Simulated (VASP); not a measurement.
# PbO (P4/nmm) in VASP: a series of runs

The runs below take PbO through electric field gradients, with PBE, r2SCAN.

All numbers are computed with VASP 6.6.1; they aren't measurements. Logs are shortened: lines on timing, memory, paths and dates and some standing lists are left out, and cuts for length are marked.

### Step 1. The cell of the first run

Symmetry: P4/nmm, No. 129, tetragonal system. The conventional cell has a = 3.974 Å, b = 3.974 Å, c = 5.022 Å, α = 90.00°, β = 90.00°, γ = 90.00°. Pb (site symmetry 4mm) has 4 O at 2.31 Å within 3.1 Å. O (site symmetry -4m2) has 4 Pb at 2.31 Å and 4 O at 2.81 Å within 3.1 Å.

### Step 2. Electric field gradients, PBE

File INCAR:

```
SYSTEM = PbO
  PREC = Accurate
  ENCUT = 520
  EDIFF = 1E-8
  ISMEAR = -1
  SIGMA = 0.01
  LREAL = .False.
  LASPH = .True.
  NELM = 80
  ALGO = Normal
  ISIF = 2
  LWAVE = .False.
  LCHARG = .False.
  GGA = PE
  LEFG = .True.
  NBANDS = 28
```

File KPOINTS:

```
regular mesh
0
Gamma
  8 8 7
  0 0 0
```

File POSCAR:

```
PbO
1.0
    3.9744000000      0.0000000000      0.0000000000
    0.0000000000      3.9744000000      0.0000000000
    0.0000000000      0.0000000000      5.0220000000
Pb O
2 2
Direct
    0.0000000000      0.5000000000      0.2351000000
    0.5000000000      0.0000000000      0.7649000000
    0.0000000000      0.0000000000      0.0000000000
    0.5000000000      0.5000000000      0.0000000000
```

Potentials or basis: VASP PAW PBE potentials, release 64 (Pb_d, O).

Run with:

```bash
$ cat potpaw_PBE.64/Pb_d/POTCAR potpaw_PBE.64/O/POTCAR > POTCAR
$ mpirun -np 1 vasp_std > vasp.out
```

OUTCAR:

```text
SYSTEM = PbO
   PREC = Accurate
   ENCUT = 520
   EDIFF = 1E-8
   ISMEAR = -1
   LREAL = .False.
   LASPH = .True.
   NELM = 80
   ISIF = 2
   GGA = PE

 ion  position               nearest neighbor table
   1  0.000  0.500  0.235-   3 2.31   4 2.31   3 2.31   4 2.31   2 3.67   2 3.67   2 3.67   2 3.67
                             2 3.87   2 3.87   2 3.87   2 3.87
   2  0.500  0.000  0.765-   3 2.31   4 2.31   4 2.31   3 2.31   1 3.67   1 3.67   1 3.67   1 3.67
                             1 3.87   1 3.87   1 3.87   1 3.87
   3  0.000  0.000  0.000-   1 2.31   2 2.31   1 2.31   2 2.31
   4  0.500  0.500  0.000-   1 2.31   2 2.31   2 2.31   1 2.31

  LATTYP: Found a simple tetragonal cell.
 ALAT       =     3.9744000000
 C/A-ratio  =     1.2635869565

  Lattice vectors:

 A1 = (   3.9744000000,   0.0000000000,   0.0000000000)
 A2 = (   0.0000000000,   3.9744000000,   0.0000000000)
 A3 = (   0.0000000000,   0.0000000000,   5.0220000000)

Analysis of symmetry for initial positions (statically):
=====================================================================
 Subroutine PRICEL returns:
 Original cell was already a primitive cell.

 Routine SETGRP: Setting up the symmetry group for a
 simple tetragonal supercell.

 Subroutine GETGRP returns: Found 16 space group operations
 (whereof  8 operations were pure point group operations)
 out of a pool of 16 trial point group operations.

The static configuration has the point symmetry D_2d.
 The point group associated with its full space group is D_4h.

Analysis of symmetry for dynamics (positions and initial velocities):
=====================================================================
 Subroutine PRICEL returns:
 Original cell was already a primitive cell.

 Routine SETGRP: Setting up the symmetry group for a
 simple tetragonal supercell.

 Subroutine GETGRP returns: Found 16 space group operations
 (whereof  8 operations were pure point group operations)
 out of a pool of 16 trial point group operations.

The dynamic configuration has the point symmetry D_2d.
 The point group associated with its full space group is D_4h.

 Subroutine INISYM returns: Found 16 space group operations
 (whereof  8 operations are pure point group operations),
 and found     1 'primitive' translations

----------------------------------------------------------------------------------------

                                     Primitive cell

  volume of cell :      79.3268

  direct lattice vectors                    reciprocal lattice vectors
     3.974400000  0.000000000  0.000000000     0.251610306  0.000000000  0.000000000
     0.000000000  3.974400000  0.000000000     0.000000000  0.251610306  0.000000000
     0.000000000  0.000000000  5.022000000     0.000000000  0.000000000  0.199123855

  length of vectors
     3.974400000  3.974400000  5.022000000     0.251610306  0.251610306  0.199123855

  position of ions in fractional coordinates (direct lattice)
     0.000000000  0.500000000  0.235100000
     0.500000000  0.000000000  0.764900000
     0.000000000  0.000000000  0.000000000
     0.500000000  0.500000000  0.000000000

  ion indices of the primitive-cell ions
   primitive index   ion index
                 1           1
                 2           2
                 3           3
                 4           4

----------------------------------------------------------------------------------------

 KPOINTS: regular mesh

Automatic generation of k-mesh.
 Grid dimensions read from file:
 generate k-points for:    8    8    7

 Generating k-lattice:

  Cartesian coordinates                     Fractional coordinates (reciprocal lattice)
     0.031451288  0.000000000  0.000000000     0.125000000  0.000000000  0.000000000
     0.000000000  0.031451288  0.000000000     0.000000000  0.125000000  0.000000000
     0.000000000  0.000000000  0.028446265     0.000000000  0.000000000  0.142857143

  Length of vectors
     0.031451288  0.031451288  0.028446265

  Shift w.r.t. Gamma in fractional coordinates (k-lattice)
     0.000000000  0.000000000  0.000000000

 Subroutine IBZKPT returns following result:
 ===========================================

 Found     60 irreducible k-points:

 Following reciprocal coordinates:
            Coordinates               Weight
  0.000000  0.000000  0.000000      1.000000
  0.125000  0.000000  0.000000      4.000000
  0.250000  0.000000  0.000000      4.000000
  0.375000  0.000000  0.000000      4.000000
  0.500000  0.000000  0.000000      2.000000
  0.125000  0.125000  0.000000      4.000000
[... 16 lines left out ...]
  0.375000  0.125000  0.142857     16.000000
  0.500000  0.125000  0.142857      8.000000
 [... further k-points ...]
   k-points           NKPTS =     60   k-points in BZ     NKDIM =     60   number of bands    NBANDS=     28
   number of dos      NEDOS =    301   number of ions     NIONS =      4
   total plane-waves  NPLWV =  36000
   dimension x,y,z NGX =    30 NGY =   30 NGZ =   40
   dimension x,y,z NGXF=    60 NGYF=   60 NGZF=   80
   ions per type =               2   2
   NGX,Y,Z   is equivalent  to a cutoff of  12.55, 12.55, 13.24 a.u.
   NGXF,Y,Z  is equivalent  to a cutoff of  25.10, 25.10, 26.48 a.u.
 SYSTEM =  PbO
   PREC   = accura    normal or accurate (medium, high low for compatibility)
   ISTART =      0    job   : 0-new  1-cont  2-samecut
   ICHARG =      2    charge: 1-file 2-atom 10-const
   ISPIN  =      1    spin polarized calculation?
   LNONCOLLINEAR =      F non collinear calculations
   LSORBIT =      F    spin-orbit coupling
   LASPH  =      T    aspherical Exc in radial PAW
   ENCUT  =  520.0 eV  38.22 Ry    6.18 a.u.   7.39  7.39  9.34*2*pi/ulx,y,z
   NELM   =     80;   NELMIN=  2; NELMDL= -5     # of ELM steps
   EDIFF  = 0.1E-07   stopping-criterion for ELM
   LREAL  =      F    real-space projection
   EDIFFG = 0.1E-06   stopping-criterion for IOM
   NSW    =      0    number of steps for IOM
   IBRION =     -1    ionic relax: 0-MD 1-quasi-New 2-CG
   NFREE  =      0    steps in history (QN), initial steepest desc. (CG)
   ISIF   =      2    stress and relaxation
   ISYM   =      2    0-nonsym 1-usesym 2-fastsym
   POTIM  = 0.5000    time-step for ionic-motion
   TEBEG  =    0.0;   TEEND  =   0.0 temperature during run
   PSTRESS=    0.0 pullay stress
   NELECT =      40.0000    total number of electrons
   NUPDOWN=      -1.0000    fix difference up-down
   EMIN   =  10.00;   EMAX   =-10.00  energy-range for DOS
   EFERMI =   0.00;   METHOD = LEGACY
   ISMEAR =    -1;   SIGMA  =   0.01  broadening in eV -4-tet -1-fermi 0-gaus
   EFERMI_NEDOS =   21; number of points for ismear=-14 and -15
   IALGO  =     38    algorithm
   IMIX   =      4    mixing-type and parameters
     AMIX     =   0.40;   BMIX     =  1.00
     AMIX_MAG =   1.60;   BMIX_MAG =  1.00
  volume/ion in A,a.u.               =      19.83       133.83
  Fermi-wavevector in a.u.,A,eV,Ry     =   1.303031  2.462372 23.101207  1.697891
  Thomas-Fermi vector in A             =   2.434060
   LORBIT       =      0    0 simple, 1 ext, 2 COOP (PROOUT), +10 PAW based schemes
   GGA     = PE    functional components
   LHFCALC =     F    Hartree Fock is set to
   AEXX    =    0.0000 exact exchange contribution
   IVDW    =     0    specifies the selected vdW correction
   LEPSILON=     F    determine dielectric tensor
   LRPA    =     F    only Hartree local field effects (RPA)
 non-spin polarized calculation
  energy-cutoff  :      520.00
  volume of cell :       79.33
 maximum number of plane-waves:      2186
 NGX is ok and might be reduce to    30
   NGX = 15   NGY = 15   NGZ = 19

 number of electron      39.9999997 magnetization

 Free energy of the ion-electron system (eV)
  ---------------------------------------------------
  ext. energy  EPLUGINS =         0.00000000
  ---------------------------------------------------
  free energy    TOTEN  =       -21.41097202 eV

  energy without entropy =      -21.41097202  energy(sigma->0) =      -21.41097202

 E-fermi :   5.3978     XC(G=0):  -9.8371

 val. band max:        5.1796628510   @ k =   0.1250   0.0000   0.0000
 cond. band min:       6.4260412638   @ k =   0.5000   0.5000   0.0000
 fundamental gap:      1.2463784129
 Fermi energy:         5.3978289801

 k-point     1 :       0.0000    0.0000    0.0000
  band No.  band energies     occupation
      1     -13.2867      2.00000
      2     -12.7383      2.00000
      3     -10.8564      2.00000
      4     -10.8564      2.00000
      5     -10.7934      2.00000
      6     -10.7741      2.00000
[... 20 lines left out ...]
     27      12.7353      0.00000
     28      13.2878      0.00000

 k-point     2 :       0.1250    0.0000    0.0000
  band No.  band energies     occupation
      1     -13.2523      2.00000
      2     -12.7491      2.00000
      3     -10.8489      2.00000
      4     -10.8468      2.00000
      5     -10.7819      2.00000
      6     -10.7649      2.00000
[... 20 lines left out ...]
     27      12.9601      0.00000
     28      14.2967      0.00000

 k-point     3 :       0.2500    0.0000    0.0000
  band No.  band energies     occupation
      1     -13.1625      2.00000
      2     -12.7845      2.00000
      3     -10.8282      2.00000
      4     -10.8202      2.00000
      5     -10.7484      2.00000
      6     -10.7403      2.00000
[... 20 lines left out ...]
     27      13.2311      0.00000
     28      16.1057      0.00000

 k-point     4 :       0.3750    0.0000    0.0000
  band No.  band energies     occupation
      1     -13.0485      2.00000
      2     -12.8481      2.00000
      3     -10.7986      2.00000
      4     -10.7857      2.00000
      5     -10.7376      2.00000
      6     -10.7334      2.00000
[... 578 lines left out ...]
     27      14.1509      0.00000
     28      15.5509      0.00000

 k-point    23 :       0.3750    0.1250    0.1429
  band No.  band energies     occupation
      1     -13.0337      2.00000
      2     -12.8502      2.00000
      3     -10.8029      2.00000
      4     -10.7710      2.00000
      5     -10.7441      2.00000
      6     -10.7202      2.00000
[... 20 lines left out ...]
     27      14.3740      0.00000
     28      14.8861      0.00000

 k-point    24 :       0.5000    0.1250    0.1429
  band No.  band energies     occupation
      1     -12.9337      2.00000
      2     -12.9337      2.00000
      3     -10.7769      2.00000
      4     -10.7769      2.00000
      5     -10.7371      2.00000
      6     -10.7371      2.00000
[... 20 lines left out ...]
     27      14.5834      0.00000
     28      14.5834      0.00000

 [... further k-points ...]

------------------------ aborting loop because EDIFF is reached ----------------------------------------

  FORCE on cell =-STRESS in cart. coord.  units (eV):
  Direction    XX          YY          ZZ          XY          YZ          ZX
  --------------------------------------------------------------------------------------
  -------------------------------------------------------------------------------------
  Total        2.6153630      2.6153630      2.1199151      0.0000000      0.0000000      0.0000000
  in kB       52.8229565     52.8229565     42.8163057      0.0000000      0.0000000      0.0000000
  external PRESSURE =      49.4874063 kB  Pullay stress =       0.0000000 kB

 VOLUME and BASIS-vectors are now :
 -----------------------------------------------------------------------------
  energy-cutoff  :      520.00
  volume of cell :       79.33
      direct lattice vectors                 reciprocal lattice vectors
     3.974400000  0.000000000  0.000000000     0.251610306  0.000000000  0.000000000
     0.000000000  3.974400000  0.000000000     0.000000000  0.251610306  0.000000000
     0.000000000  0.000000000  5.022000000     0.000000000  0.000000000  0.199123855

 POSITION                                       TOTAL-FORCE (eV/Angst)
 -----------------------------------------------------------------------------------
      0.00000      1.98720      1.18067        -0.000000      0.000000      0.495630
      1.98720      0.00000      3.84133         0.000000      0.000000     -0.495630
      0.00000      0.00000      0.00000        -0.000000      0.000000      0.000000
      1.98720      1.98720      0.00000         0.000000     -0.000000      0.000000
 -----------------------------------------------------------------------------------
    total drift:                                0.000000      0.000000     -0.000000

  FREE ENERGIE OF THE ION-ELECTRON SYSTEM (eV)
  ---------------------------------------------------
  free  energy   TOTEN  =       -21.4109720209 eV

  energy  without entropy=      -21.4109720209  energy(sigma->0) =      -21.41097202

 Electric field gradients (V/A^2)
---------------------------------------------------------------------
 ion       V_xx      V_yy      V_zz      V_xy      V_xz      V_yz
---------------------------------------------------------------------
   1     116.958   116.958  -233.916     0.000    -0.000     0.000
   2     116.958   116.958  -233.916     0.000     0.000     0.000
   3       1.477     1.477    -2.954     0.000     0.000    -0.000
   4       1.477     1.477    -2.954    -0.000     0.000    -0.000
---------------------------------------------------------------------

 Electric field gradients after diagonalization (V/A^2)
 (convention: |V_zz| > |V_xx| > |V_yy|)
----------------------------------------------------------------------
 ion       V_xx      V_yy      V_zz     asymmetry (V_yy - V_xx)/ V_zz
----------------------------------------------------------------------
   1     116.958   116.958  -233.916       0.000
   2     116.958   116.958  -233.916       0.000
   3       1.477     1.477    -2.954       0.000
   4       1.477     1.477    -2.954       0.000
----------------------------------------------------------------------

           NMR quadrupolar parameters

 Cq : quadrupolar parameter    Cq=e*Q*V_zz/h
 eta: asymmetry parameters     (V_yy - V_xx)/ V_zz
 Q  : nuclear electric quadrupole moment in mb (millibarn)
----------------------------------------------------------------------
 ion       Cq(MHz)       eta       Q (mb)
----------------------------------------------------------------------
   1      -0.566       0.000       1.000
   2      -0.566       0.000       1.000
   3      -0.007       0.000       1.000
   4      -0.007       0.000       1.000
----------------------------------------------------------------------
```

Wall time 3.8 min (1 thread of Intel Xeon 8259CL, shared host); peak memory 0.25 GiB.

What came out:

* Free energy: -21.4110 eV
* Pressure: 4.9 GPa
* Largest force: 0.496 eV/Å
* Band gap on the k mesh: 1.25 eV (least direct gap 2.32 eV)
* Largest electric field gradient by atom: Pb -233.9; O -3.0 V/Å²

Forces on the atoms (eV/Å):
```
Pb   0.000  0.000  0.496
Pb   0.000  0.000 -0.496
O    0.000  0.000  0.000
O    0.000  0.000  0.000
```

Electric field gradients, principal values (V/Å²):
| atom | least | middle | greatest (by size) |
| --- | --- | --- | --- |
| 1 Pb | 116.958 | 116.958 | -233.916 |
| 2 Pb | 116.958 | 116.958 | -233.916 |
| 3 O | 1.477 | 1.477 | -2.954 |
| 4 O | 1.477 | 1.477 | -2.954 |

Caveat: the cell stands under pressure; without QUAD_EFG the Cq values of the log hold for a quadrupole moment of 1 mb, not for the nuclei; spin-orbit coupling is left out, which moves the levels of the heavy elements. A k mesh can miss the band edges.

(Continued in part 2 of 2.)
